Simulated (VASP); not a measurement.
# TiO2 (I4_1/amd) in VASP: a series of runs

TiO2 is run at these levels: PBE; tasks: single point.

All numbers are computed with VASP 6.6.1; they aren't measurements. Logs are shortened: lines on timing, memory, paths and dates and some standing lists are left out, and cuts for length are marked.

### 1 The cell of the first run

Symmetry: I4_1/amd, No. 141, tetragonal system. Conventional cell: a = 3.685 Å, b = 3.685 Å, c = 9.697 Å, α = 90.00°, β = 90.00°, γ = 90.00°. Ti (site symmetry -4m2) has 6 O at 1.89 to 2.00 Å within 2.5 Å. O (site symmetry 2mm) has 3 Ti at 1.89 to 2.00 Å and 2 O at 2.43 Å within 2.5 Å.

### 2 Single point, PBE (strain -0.030 along x and y, +0.000 along z)

The input, INCAR:

```
  PREC = Accurate
  ENCUT = 520
  EDIFF = 1E-7
  ISMEAR = 0
  SIGMA = 0.05
  LREAL = False
  LASPH = True
  NELM = 60
  ALGO = Normal
  ISIF = 2
  LWAVE = False
  LCHARG = False
  GGA = PE
  NBANDS = 33
```

The input, KPOINTS:

```
Automatic mesh
0
Gamma
  10 10 10
```

The input, POSCAR:

```
TiO2
1.0
   -1.8426229311      1.8426229311      4.8484484049
    1.8426229311     -1.8426229311      4.8484484049
    1.8426229311      1.8426229311     -4.8484484049
Ti O
2 4
Direct
    0.0000000000      0.0000000000      0.0000000000
    0.7500000000      0.2500000000      0.5000000000
    0.2065067269      0.2065067269      0.0000000000
    0.9565067269      0.4565067269      0.5000000000
    0.5434932731      0.0434932731      0.5000000000
    0.7934932731      0.7934932731      0.0000000000
```

Potentials or basis: VASP PAW PBE potentials, release 64 (Ti_sv, O).

The run is started by

```bash
> cat potpaw_PBE.64/Ti_sv/POTCAR potpaw_PBE.64/O/POTCAR > POTCAR
> mpirun -np 1 vasp_std > vasp.out
```

OUTCAR:

```text
PREC = Accurate
   ENCUT = 520
   EDIFF = 1E-7
   ISMEAR = 0
   LREAL = False
   LASPH = True
   NELM = 60
   ISIF = 2
   GGA = PE

 ion  position               nearest neighbor table
   1  0.000  0.000  0.000-   5 1.89   4 1.89   5 1.89   4 1.89   3 2.00   6 2.00
   2  0.750  0.250  0.500-   6 1.89   3 1.89   6 1.89   3 1.89   4 2.00   5 2.00
   3  0.207  0.207  0.000-   2 1.89   2 1.89   1 2.00
   4  0.957  0.457  0.500-   1 1.89   1 1.89   2 2.00
   5  0.543  0.043  0.500-   1 1.89   1 1.89   2 2.00
   6  0.793  0.793  0.000-   2 1.89   2 1.89   1 2.00

  LATTYP: Found a body centered tetragonal cell.
 ALAT       =     3.6852458622
 C/A-ratio  =     2.6312754080

  Lattice vectors:

 A1 = (  -1.8426229311,   1.8426229311,   4.8484484049)
 A2 = (   1.8426229311,  -1.8426229311,   4.8484484049)
 A3 = (   1.8426229311,   1.8426229311,  -4.8484484049)

Analysis of symmetry for initial positions (statically):
=====================================================================
 Subroutine PRICEL returns:
 Original cell was already a primitive cell.

 Routine SETGRP: Setting up the symmetry group for a
 body centered tetragonal supercell.

 Subroutine GETGRP returns: Found 16 space group operations
 (whereof  8 operations were pure point group operations)
 out of a pool of 16 trial point group operations.

The static configuration has the point symmetry D_2d.
 The point group associated with its full space group is D_4h.

Analysis of symmetry for dynamics (positions and initial velocities):
=====================================================================
 Subroutine PRICEL returns:
 Original cell was already a primitive cell.

 Routine SETGRP: Setting up the symmetry group for a
 body centered tetragonal supercell.

 Subroutine GETGRP returns: Found 16 space group operations
 (whereof  8 operations were pure point group operations)
 out of a pool of 16 trial point group operations.

The dynamic configuration has the point symmetry D_2d.
 The point group associated with its full space group is D_4h.

 Subroutine INISYM returns: Found 16 space group operations
 (whereof  8 operations are pure point group operations),
 and found     1 'primitive' translations

----------------------------------------------------------------------------------------

                                     Primitive cell

  volume of cell :      65.8470

  direct lattice vectors                    reciprocal lattice vectors
    -1.842622931  1.842622931  4.848448405     0.000000000  0.271352316  0.103125775
     1.842622931 -1.842622931  4.848448405     0.271352316  0.000000000  0.103125775
     1.842622931  1.842622931 -4.848448405     0.271352316  0.271352316  0.000000000

  length of vectors
     5.504359224  5.504359224  5.504359224     0.290287797  0.290287797  0.383750126

  position of ions in fractional coordinates (direct lattice)
     0.000000000  0.000000000  0.000000000
     0.750000000  0.250000000  0.500000000
     0.206506727  0.206506727  0.000000000
     0.956506727  0.456506727  0.500000000
     0.543493273  0.043493273  0.500000000
     0.793493273  0.793493273  0.000000000

  ion indices of the primitive-cell ions
   primitive index   ion index
                 1           1
                 2           2
                 3           3
                 4           4
                 5           5
                 6           6

----------------------------------------------------------------------------------------

 KPOINTS: Automatic mesh

Automatic generation of k-mesh.
 Grid dimensions read from file:
 generate k-points for:   10   10   10

 Generating k-lattice:

  Cartesian coordinates                     Fractional coordinates (reciprocal lattice)
     0.000000000  0.027135232  0.010312578     0.100000000  0.000000000  0.000000000
     0.027135232  0.000000000  0.010312578     0.000000000  0.100000000  0.000000000
     0.027135232  0.027135232  0.000000000     0.000000000  0.000000000  0.100000000

  Length of vectors
     0.029028780  0.029028780  0.038375013

  Shift w.r.t. Gamma in fractional coordinates (k-lattice)
     0.000000000  0.000000000  0.000000000

 Subroutine IBZKPT returns following result:
 ===========================================

 Found    102 irreducible k-points:

 Following reciprocal coordinates:
            Coordinates               Weight
  0.000000  0.000000  0.000000      1.000000
  0.100000  0.000000  0.000000      8.000000
  0.200000  0.000000  0.000000      8.000000
  0.300000  0.000000 -0.000000      8.000000
  0.400000  0.000000  0.000000      8.000000
  0.500000  0.000000  0.000000      4.000000
[... 16 lines left out ...]
  0.300000  0.300000 -0.000000      8.000000
  0.400000  0.300000  0.000000     16.000000
 [... further k-points ...]
   k-points           NKPTS =    102   k-points in BZ     NKDIM =    102   number of bands    NBANDS=     33
   number of dos      NEDOS =    301   number of ions     NIONS =      6
   total plane-waves  NPLWV =  74088
   dimension x,y,z NGX =    42 NGY =   42 NGZ =   42
   dimension x,y,z NGXF=    84 NGYF=   84 NGZF=   84
   ions per type =               2   4
   NGX,Y,Z   is equivalent  to a cutoff of  12.69, 12.69, 12.69 a.u.
   NGXF,Y,Z  is equivalent  to a cutoff of  25.37, 25.37, 25.37 a.u.
 SYSTEM =  unknown system
   PREC   = accura    normal or accurate (medium, high low for compatibility)
   ISTART =      0    job   : 0-new  1-cont  2-samecut
   ICHARG =      2    charge: 1-file 2-atom 10-const
   ISPIN  =      1    spin polarized calculation?
   LNONCOLLINEAR =      F non collinear calculations
   LSORBIT =      F    spin-orbit coupling
   LASPH  =      T    aspherical Exc in radial PAW
   ENCUT  =  520.0 eV  38.22 Ry    6.18 a.u.  10.23 10.23 10.23*2*pi/ulx,y,z
   NELM   =     60;   NELMIN=  2; NELMDL= -5     # of ELM steps
   EDIFF  = 0.1E-06   stopping-criterion for ELM
   LREAL  =      F    real-space projection
   EDIFFG = 0.1E-05   stopping-criterion for IOM
   NSW    =      0    number of steps for IOM
   IBRION =     -1    ionic relax: 0-MD 1-quasi-New 2-CG
   NFREE  =      0    steps in history (QN), initial steepest desc. (CG)
   ISIF   =      2    stress and relaxation
   ISYM   =      2    0-nonsym 1-usesym 2-fastsym
   POTIM  = 0.5000    time-step for ionic-motion
   TEBEG  =    0.0;   TEEND  =   0.0 temperature during run
   PSTRESS=    0.0 pullay stress
   NELECT =      48.0000    total number of electrons
   NUPDOWN=      -1.0000    fix difference up-down
   EMIN   =  10.00;   EMAX   =-10.00  energy-range for DOS
   EFERMI =   0.00;   METHOD = LEGACY
   ISMEAR =     0;   SIGMA  =   0.05  broadening in eV -4-tet -1-fermi 0-gaus
   EFERMI_NEDOS =   21; number of points for ismear=-14 and -15
   IALGO  =     38    algorithm
   IMIX   =      4    mixing-type and parameters
     AMIX     =   0.40;   BMIX     =  1.00
     AMIX_MAG =   1.60;   BMIX_MAG =  1.00
  volume/ion in A,a.u.               =      10.97        74.06
  Fermi-wavevector in a.u.,A,eV,Ry     =   1.473364  2.784254 29.535541  2.170801
  Thomas-Fermi vector in A             =   2.588266
   LORBIT       =      0    0 simple, 1 ext, 2 COOP (PROOUT), +10 PAW based schemes
   GGA     = PE    functional components
   LHFCALC =     F    Hartree Fock is set to
   AEXX    =    0.0000 exact exchange contribution
   IVDW    =     0    specifies the selected vdW correction
   LEPSILON=     F    determine dielectric tensor
   LRPA    =     F    only Hartree local field effects (RPA)
 non-spin polarized calculation
 Gauss-broadening in eV      SIGMA  =   0.05
  energy-cutoff  :      520.00
  volume of cell :       65.85
 maximum number of plane-waves:      1794
 NGX is ok and might be reduce to    42
   NGX = 21   NGY = 21   NGZ = 21

 number of electron      48.0000004 magnetization

 Free energy of the ion-electron system (eV)
  ---------------------------------------------------
  ext. energy  EPLUGINS =         0.00000000
  ---------------------------------------------------
  free energy    TOTEN  =       -53.63475957 eV

  energy without entropy =      -53.63475957  energy(sigma->0) =      -53.63475957

 E-fermi :   4.0879     XC(G=0): -10.9068

 val. band max:        3.7364438260   @ k =  -0.4000   0.4000   0.0000
 cond. band min:       6.0277399807   @ k =   0.0000   0.0000   0.0000
 fundamental gap:      2.2912961548
 Fermi energy:         4.0878534230

 k-point     1 :       0.0000    0.0000    0.0000
  band No.  band energies     occupation
      1     -52.4805      2.00000
      2     -52.4191      2.00000
      3     -28.9787      2.00000
      4     -28.7323      2.00000
      5     -28.7323      2.00000
      6     -28.6641      2.00000
[... 25 lines left out ...]
     32       9.3631      0.00000
     33       9.6059      0.00000

 k-point     2 :       0.1000    0.0000    0.0000
  band No.  band energies     occupation
      1     -52.4790      2.00000
      2     -52.4199      2.00000
      3     -28.9758      2.00000
      4     -28.7475      2.00000
      5     -28.7331      2.00000
      6     -28.6717      2.00000
[... 25 lines left out ...]
     32       9.6510      0.00000
     33       9.8716      0.00000

 k-point     3 :       0.2000    0.0000    0.0000
  band No.  band energies     occupation
      1     -52.4750      2.00000
      2     -52.4222      2.00000
      3     -28.9688      2.00000
      4     -28.7863      2.00000
      5     -28.7352      2.00000
      6     -28.6898      2.00000
[... 25 lines left out ...]
     32       9.9860      0.00000
     33      10.2444      0.00000

 k-point     4 :       0.3000    0.0000   -0.0000
  band No.  band energies     occupation
      1     -52.4694      2.00000
      2     -52.4257      2.00000
      3     -28.9618      2.00000
      4     -28.8334      2.00000
      5     -28.7373      2.00000
      6     -28.7065      2.00000
[... 25 lines left out ...]
     32      10.1478      0.00000
     33      10.4549      0.00000

 k-point     5 :       0.4000    0.0000    0.0000
  band No.  band energies     occupation
      1     -52.4641      2.00000
      2     -52.4293      2.00000
      3     -28.9570      2.00000
      4     -28.8725      2.00000
      5     -28.7389      2.00000
      6     -28.7139      2.00000
[... 604 lines left out ...]
 k-point    22 :      -0.2000    0.2000    0.0000
  band No.  band energies     occupation
      1     -52.4722      2.00000
      2     -52.4226      2.00000
      3     -28.9759      2.00000
      4     -28.8007      2.00000
      5     -28.7649      2.00000
      6     -28.7123      2.00000
[... 25 lines left out ...]
     32      10.6341      0.00000
     33      10.7180      0.00000

 k-point    23 :       0.3000    0.3000   -0.0000
  band No.  band energies     occupation
      1     -52.4559      2.00000
      2     -52.4347      2.00000
      3     -28.9359      2.00000
      4     -28.8806      2.00000
      5     -28.7982      2.00000
      6     -28.7523      2.00000
[... 25 lines left out ...]
     32      10.4165      0.00000
     33      11.4563      0.00000

 k-point    24 :       0.4000    0.3000    0.0000
  band No.  band energies     occupation
      1     -52.4518      2.00000
      2     -52.4372      2.00000
      3     -28.9422      2.00000
      4     -28.9053      2.00000
      5     -28.8027      2.00000
      6     -28.7715      2.00000
[... 25 lines left out ...]
     32      10.3652      0.00000
     33      11.5302      0.00000

 [... further k-points ...]
[... 5 lines left out ...]
  --------------------------------------------------------------------------------------
  -------------------------------------------------------------------------------------
  Total        7.3084583      7.3084583      4.0730988      0.0000000      0.0000000      0.0000000
  in kB      177.8282045    177.8282045     99.1059698      0.0000000      0.0000000      0.0000000
  external PRESSURE =     151.5874596 kB  Pullay stress =       0.0000000 kB

 VOLUME and BASIS-vectors are now :
 -----------------------------------------------------------------------------
  energy-cutoff  :      520.00
  volume of cell :       65.85
      direct lattice vectors                 reciprocal lattice vectors
    -1.842622931  1.842622931  4.848448405     0.000000000  0.271352316  0.103125775
     1.842622931 -1.842622931  4.848448405     0.271352316  0.000000000  0.103125775
     1.842622931  1.842622931 -4.848448405     0.271352316  0.271352316  0.000000000

 POSITION                                       TOTAL-FORCE (eV/Angst)
 -----------------------------------------------------------------------------------
      0.00000      0.00000      0.00000         0.000000      0.000000      0.000000
      0.00000      1.84262      2.42422         0.000000      0.000000      0.000000
      0.00000      0.00000      2.00247         0.000000     -0.000000     -0.086297
      0.00000      1.84262      4.42670        -0.000000      0.000000     -0.086297
      0.00000      1.84262      0.42175        -0.000000      0.000000      0.086297
      0.00000      0.00000      7.69442         0.000000     -0.000000      0.086297
 -----------------------------------------------------------------------------------
    total drift:                               -0.000000      0.000000      0.000000

  FREE ENERGIE OF THE ION-ELECTRON SYSTEM (eV)
  ---------------------------------------------------
  free  energy   TOTEN  =       -53.6347595659 eV

  energy  without entropy=      -53.6347595659  energy(sigma->0) =      -53.63475957
```

Run time: 17 min. Hardware: 1 thread of Intel Xeon 8259CL, shared host; peak memory 0.37 GiB.

What came out:

```
Free energy            : -53.6348 eV
Pressure               : 15.2 GPa
Largest force          : 0.086 eV/Å
Band gap on the k mesh : 2.29 eV (least direct gap 2.63 eV)
```

Forces in eV/Å, atoms in the order of the input:
```
Ti   0.000  0.000  0.000
Ti   0.000  0.000  0.000
O    0.000  0.000 -0.086
O    0.000  0.000 -0.086
O    0.000  0.000  0.086
O    0.000  0.000  0.086
```

Stress tensor (GPa, compression positive):
```
17.78  0.00  0.00
 0.00 17.78  0.00
 0.00  0.00  9.91
```

Caveat: the cell differs from its parent crystal (strain -0.030 along x and y, +0.000 along z); the stress differs along the axes, from 10 to 18 GPa. A k mesh can miss the band edges.

[end of part 1 of 2]
